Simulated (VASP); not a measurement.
# Pb (Fm-3m) in VASP: notebook

Aim: see how the results for Pb move with the level of theory and the settings. Levels: LDA, PBE. Tasks: single point.

Program: VASP 6.6.1. These are calculated values, not measurements. Logs are shortened: lines on timing, memory, paths and dates and some standing lists are left out, and cuts for length are marked.

**1. The cell of the first run**

The structure is cubic, space group Fm-3m (No. 225). The conventional cell has a = 4.950 Å, b = 4.950 Å, c = 4.950 Å, α = 90.00°, β = 90.00°, γ = 90.00°. Within 4.6 Å of Pb (site symmetry m-3m) lie 12 Pb at 3.50 Å.

**2. Single point, LDA**

File INCAR:

```
SYSTEM = Pb
ALGO = Normal ; EDIFF = 1E-6
ENCUT = 520 ; ISIF = 2
ISMEAR = -1 ; LASPH = .TRUE.
LCHARG = .TRUE. ; LELF = .TRUE.
LREAL = .FALSE. ; LVHAR = .TRUE.
LWAVE = .FALSE. ; NBANDS = 13
NELM = 80 ; PREC = Accurate
SIGMA = 0.05
```

File KPOINTS:

```
k-points
0
G
  5 5 5
  0 0 0
```

File POSCAR:

```
Pb
1.0
    0.0000000000      2.4750200000      2.4750200000
    2.4750200000      0.0000000000      2.4750200000
    2.4750200000      2.4750200000      0.0000000000
Pb
1
Direct
    0.0000000000      0.0000000000      0.0000000000
```

Potentials or basis: VASP PAW LDA potentials, release 64 (Pb_d).

Launch:

```sh
cat potpaw_LDA.64/Pb_d/POTCAR > POTCAR
mpirun -np 1 vasp_std > vasp.out
```

OUTCAR:

```text
SYSTEM = Pb
   EDIFF = 1E-6
   ENCUT = 520
   ISIF = 2
   ISMEAR = -1
   LASPH = .TRUE.
   LREAL = .FALSE.
   NELM = 80
   PREC = Accurate

 ion  position               nearest neighbor table
   1  0.000  0.000  0.000-

  LATTYP: Found a face centered cubic cell.
 ALAT       =     4.9500400000

  Lattice vectors:

 A1 = (   0.0000000000,   2.4750200000,   2.4750200000)
 A2 = (   2.4750200000,   0.0000000000,   2.4750200000)
 A3 = (   2.4750200000,   2.4750200000,   0.0000000000)

Analysis of symmetry for initial positions (statically):
[... 5 lines left out ...]
 face centered cubic supercell.

 Subroutine GETGRP returns: Found 48 space group operations
 (whereof 48 operations were pure point group operations)
 out of a pool of 48 trial point group operations.

The static configuration has the point symmetry O_h .

Analysis of symmetry for dynamics (positions and initial velocities):
[... 5 lines left out ...]
 face centered cubic supercell.

 Subroutine GETGRP returns: Found 48 space group operations
 (whereof 48 operations were pure point group operations)
 out of a pool of 48 trial point group operations.

The dynamic configuration has the point symmetry O_h .

 Subroutine INISYM returns: Found 48 space group operations
 (whereof 48 operations are pure point group operations),
 and found     1 'primitive' translations

----------------------------------------------------------------------------------------

                                     Primitive cell

  volume of cell :      30.3226

  direct lattice vectors                    reciprocal lattice vectors
     0.000000000  2.475020000  2.475020000    -0.202018570  0.202018570  0.202018570
     2.475020000  0.000000000  2.475020000     0.202018570 -0.202018570  0.202018570
     2.475020000  2.475020000  0.000000000     0.202018570  0.202018570 -0.202018570

  length of vectors
     3.500206851  3.500206851  3.500206851     0.349906427  0.349906427  0.349906427

  position of ions in fractional coordinates (direct lattice)
     0.000000000  0.000000000  0.000000000

  ion indices of the primitive-cell ions
   primitive index   ion index
                 1           1

----------------------------------------------------------------------------------------

 KPOINTS: k-points

Automatic generation of k-mesh.
 Grid dimensions read from file:
 generate k-points for:    5    5    5

 Generating k-lattice:

[... 49 lines left out ...]
   NSW    =      0    number of steps for IOM
   IBRION =     -1    ionic relax: 0-MD 1-quasi-New 2-CG
   NFREE  =      0    steps in history (QN), initial steepest desc. (CG)
   ISIF   =      2    stress and relaxation
   ISYM   =      2    0-nonsym 1-usesym 2-fastsym
   POTIM  = 0.5000    time-step for ionic-motion
   TEBEG  =    0.0;   TEEND  =   0.0 temperature during run
   PSTRESS=    0.0 pullay stress
   NELECT =      14.0000    total number of electrons
   NUPDOWN=      -1.0000    fix difference up-down
   EMIN   =  10.00;   EMAX   =-10.00  energy-range for DOS
   EFERMI =   0.00;   METHOD = LEGACY
   ISMEAR =    -1;   SIGMA  =   0.05  broadening in eV -4-tet -1-fermi 0-gaus
   EFERMI_NEDOS =   21; number of points for ismear=-14 and -15
   IALGO  =     38    algorithm
   IMIX   =      4    mixing-type and parameters
     AMIX     =   0.40;   BMIX     =  1.00
     AMIX_MAG =   1.60;   BMIX_MAG =  1.00
  volume/ion in A,a.u.               =      30.32       204.63
  Fermi-wavevector in a.u.,A,eV,Ry     =   1.265306  2.391081 21.782907  1.600999
  Thomas-Fermi vector in A             =   2.398566
   LORBIT       =      0    0 simple, 1 ext, 2 COOP (PROOUT), +10 PAW based schemes
   GGA     = CA    functional components
   LHFCALC =     F    Hartree Fock is set to
   AEXX    =    0.0000 exact exchange contribution
   IVDW    =     0    specifies the selected vdW correction
   LEPSILON=     F    determine dielectric tensor
   LRPA    =     F    only Hartree local field effects (RPA)
 non-spin polarized calculation
  energy-cutoff  :      520.00
  volume of cell :       30.32
 maximum number of plane-waves:       869
 NGX is ok and might be reduce to    28
   NGX = 13   NGY = 13   NGZ = 13

 number of electron      13.9999999 magnetization

 Free energy of the ion-electron system (eV)
  ---------------------------------------------------
  ext. energy  EPLUGINS =         0.00000000
  ---------------------------------------------------
  free energy    TOTEN  =        -4.21816600 eV

  energy without entropy =       -4.20529026  energy(sigma->0) =       -4.21172813

 E-fermi :   6.7100     XC(G=0): -10.4569

 val. band max:        6.6841364996   @ k =  -0.4000   0.4000   0.2000
 cond. band min:       7.2139374287   @ k =  -0.2000   0.2000   0.0000
 fundamental gap:      0.5298009291
 Fermi energy:         6.7099680480

 k-point     1 :       0.0000    0.0000    0.0000
  band No.  band energies     occupation
      1     -10.0156      2.00000
      2     -10.0156      2.00000
      3     -10.0156      2.00000
      4      -9.8733      2.00000
      5      -9.8733      2.00000
      6      -4.7622      2.00000
      7      14.3498      0.00000
      8      14.3498      0.00000
      9      14.3498      0.00000
     10      16.8366      0.00000
     11      18.4737      0.00000
     12      19.5173      0.00000
     13      19.5173      0.00000
[... 130 lines left out ...]
  band No.  band energies     occupation
      1     -10.0191      2.00000
      2     -10.0073      2.00000
      3      -9.8961      2.00000
      4      -9.8008      2.00000
      5      -9.7370      2.00000
      6      -0.3278      2.00000
      7       5.1806      2.00000
      8       6.6841      1.25272
      9       8.5786      0.00000
     10      16.7816      0.00000
     11      17.8752      0.00000
     12      19.3178      0.00000
     13      23.0714      0.00000

------------------------ aborting loop because EDIFF is reached ----------------------------------------

  FORCE on cell =-STRESS in cart. coord.  units (eV):
  Direction    XX          YY          ZZ          XY          YZ          ZX
  --------------------------------------------------------------------------------------
  -------------------------------------------------------------------------------------
  Total       -0.4618011     -0.4618011     -0.4618011      0.0000000     -0.0000000      0.0000000
  in kB      -24.4005361    -24.4005361    -24.4005361      0.0000000     -0.0000000      0.0000000
  external PRESSURE =     -24.4005361 kB  Pullay stress =       0.0000000 kB

 VOLUME and BASIS-vectors are now :
 -----------------------------------------------------------------------------
  energy-cutoff  :      520.00
  volume of cell :       30.32
      direct lattice vectors                 reciprocal lattice vectors
     0.000000000  2.475020000  2.475020000    -0.202018570  0.202018570  0.202018570
     2.475020000  0.000000000  2.475020000     0.202018570 -0.202018570  0.202018570
     2.475020000  2.475020000  0.000000000     0.202018570  0.202018570 -0.202018570

 POSITION                                       TOTAL-FORCE (eV/Angst)
 -----------------------------------------------------------------------------------
      0.00000      0.00000      0.00000         0.000000      0.000000      0.000000
 -----------------------------------------------------------------------------------
    total drift:                               -0.000000     -0.000000     -0.000000

  FREE ENERGIE OF THE ION-ELECTRON SYSTEM (eV)
  ---------------------------------------------------
  free  energy   TOTEN  =        -4.2181660026 eV

  energy  without entropy=       -4.2052902591  energy(sigma->0) =       -4.21172813
```

stdout:

```text
POSCAR found type information on POSCAR Pb
 POSCAR found :  1 types and       1 ions
 scaLAPACK will be used
 LDA part: xc-table for (Slater(with rela. corr.)+CA(PZ))
 , standard interpolation
 POSCAR, INCAR and KPOINTS ok, starting setup
 FFT: planning ... GRIDC
 FFT: planning ... GRID_SOFT
 FFT: planning ... GRID
 WAVECAR not read
 entering main loop
```

It took 7.6 s on 1 thread of Intel Xeon Platinum 8259CL at 2.50GHz (Skylake/Cascade Lake), shared host; peak memory 0.14 GiB.

Results:

| Property | Result |
| --- | --- |
| Free energy | -4.2182 eV |
| Pressure | -2.4 GPa |
| Band gap on the k mesh | zero (band 7 reaches 14.35 eV, above the bottom of band 8 at 6.42 eV) |

Caveat: the k points lie up to 0.44 Å⁻¹ apart; spin-orbit coupling is left out, which moves the levels of the heavy elements.

**3. Single point, PBE**

File INCAR:

```
SYSTEM = Pb
PREC     = Accurate       ! precision mode
ENCUT    = 520            ! plane-wave cutoff, eV
EDIFF    = 1E-7           ! SCF threshold, eV
ISMEAR   = -1             ! smearing method
SIGMA    = 0.05           ! smearing width, eV
LREAL    = .False.        ! projectors in reciprocal space
LASPH    = .True.         ! aspherical terms in the spheres
NELM     = 100            ! most SCF steps
ALGO     = Normal         ! electronic algorithm
ISIF     = 2              ! what is computed and relaxed
LWAVE    = .False.        ! write WAVECAR
LCHARG   = .True.         ! write CHGCAR
GGA      = PE             ! functional
LELF     = .True.         ! ELF
LVHAR    = .True.       
NBANDS   = 13             ! bands
```

File KPOINTS:

```
regular mesh
0
Gamma
  5 5 5
  0 0 0
```

POSCAR is that of step 2.

Potentials or basis: VASP PAW PBE potentials, release 64 (Pb_d).

Launch:

```sh
cat potpaw_PBE.64/Pb_d/POTCAR > POTCAR
mpirun -np 1 vasp_std > vasp.out
```

OUTCAR:

```text
SYSTEM = Pb
   PREC = Accurate
   ENCUT = 520
   EDIFF = 1E-7
   ISMEAR = -1
   LREAL = .False.
   LASPH = .True.
   NELM = 100
   ISIF = 2
   GGA = PE

 ion  position               nearest neighbor table
   1  0.000  0.000  0.000-

  LATTYP: Found a face centered cubic cell.
 ALAT       =     4.9500400000

  Lattice vectors:

 A1 = (   0.0000000000,   2.4750200000,   2.4750200000)
 A2 = (   2.4750200000,   0.0000000000,   2.4750200000)
[... 322 lines left out ...]
     11      18.1133      0.00000
     12      19.5512      0.00000
     13      23.3405      0.00000

------------------------ aborting loop because EDIFF is reached ----------------------------------------

  FORCE on cell =-STRESS in cart. coord.  units (eV):
  Direction    XX          YY          ZZ          XY          YZ          ZX
  --------------------------------------------------------------------------------------
  -------------------------------------------------------------------------------------
  Total        0.3480380      0.3480380      0.3480380      0.0000000     -0.0000000      0.0000000
  in kB       18.3895497     18.3895497     18.3895497      0.0000000     -0.0000000      0.0000000
  external PRESSURE =      18.3895497 kB  Pullay stress =       0.0000000 kB

 VOLUME and BASIS-vectors are now :
 -----------------------------------------------------------------------------
  energy-cutoff  :      520.00
  volume of cell :       30.32
      direct lattice vectors                 reciprocal lattice vectors
     0.000000000  2.475020000  2.475020000    -0.202018570  0.202018570  0.202018570
     2.475020000  0.000000000  2.475020000     0.202018570 -0.202018570  0.202018570
     2.475020000  2.475020000  0.000000000     0.202018570  0.202018570 -0.202018570

 POSITION                                       TOTAL-FORCE (eV/Angst)
 -----------------------------------------------------------------------------------
      0.00000      0.00000      0.00000         0.000000      0.000000      0.000000
 -----------------------------------------------------------------------------------
    total drift:                               -0.000000     -0.000000     -0.000000

  FREE ENERGIE OF THE ION-ELECTRON SYSTEM (eV)
  ---------------------------------------------------
  free  energy   TOTEN  =        -3.5235363252 eV

  energy  without entropy=       -3.5106850627  energy(sigma->0) =       -3.51711069
```

OSZICAR:

```text
N       E                     dE             d eps       ncg     rms          rms(c)
DAV:   1     0.108319415807E+03    0.10832E+03   -0.71837E+03   260   0.124E+03
DAV:   2     0.141807577326E+01   -0.10690E+03   -0.10423E+03   260   0.310E+02
DAV:   3    -0.341964101305E+01   -0.48377E+01   -0.48208E+01   343   0.731E+01
DAV:   4    -0.353084822596E+01   -0.11121E+00   -0.11119E+00   323   0.113E+01
DAV:   5    -0.353590248822E+01   -0.50543E-02   -0.50542E-02   347   0.227E+00    0.541E-01
DAV:   6    -0.352593738301E+01    0.99651E-02   -0.13706E-02   345   0.208E+00    0.272E-01
DAV:   7    -0.352359551384E+01    0.23419E-02   -0.61646E-03   335   0.129E+00    0.943E-02
DAV:   8    -0.352353857158E+01    0.56942E-04   -0.44625E-04   377   0.332E-01    0.995E-03
DAV:   9    -0.352353707483E+01    0.14968E-05   -0.97306E-06   362   0.541E-02    0.498E-03
DAV:  10    -0.352353630450E+01    0.77032E-06   -0.90403E-07   330   0.990E-03    0.266E-04
DAV:  11    -0.352353632517E+01   -0.20672E-07   -0.20759E-08   220   0.203E-03
   1 F= -.35235363E+01 E0= -.35171107E+01  d E =-.128513E-01
```

stdout:

```text
POSCAR found type information on POSCAR Pb
 POSCAR found :  1 types and       1 ions
 scaLAPACK will be used
 LDA part: xc-table for (Slater+PW92), standard interpolation
 POSCAR, INCAR and KPOINTS ok, starting setup
 FFT: planning ... GRIDC
 FFT: planning ... GRID_SOFT
 FFT: planning ... GRID
 WAVECAR not read
 entering main loop
```

Run time: 10 s. Hardware: 1 thread of Intel Xeon Platinum 8259CL at 2.50GHz (Skylake/Cascade Lake), shared host; peak memory 0.15 GiB.

What came out:

- Free energy: -3.5235 eV
- Pressure: 1.8 GPa
- Band gap on the k mesh: zero (band 7 reaches 14.70 eV, above the bottom of band 8 at 6.69 eV)

Levels at points of the mesh, in eV from the Fermi level:
```
           k point  band 4  band 5  band 6  band 7  band 8  band 9  band 10  band 11
(0.00, 0.00, 0.00)  -16.66  -16.66  -11.47    7.71    7.71    7.71    10.06    11.63
```

Caveat: the k points lie up to 0.44 Å⁻¹ apart; spin-orbit coupling is left out, which moves the levels of the heavy elements.
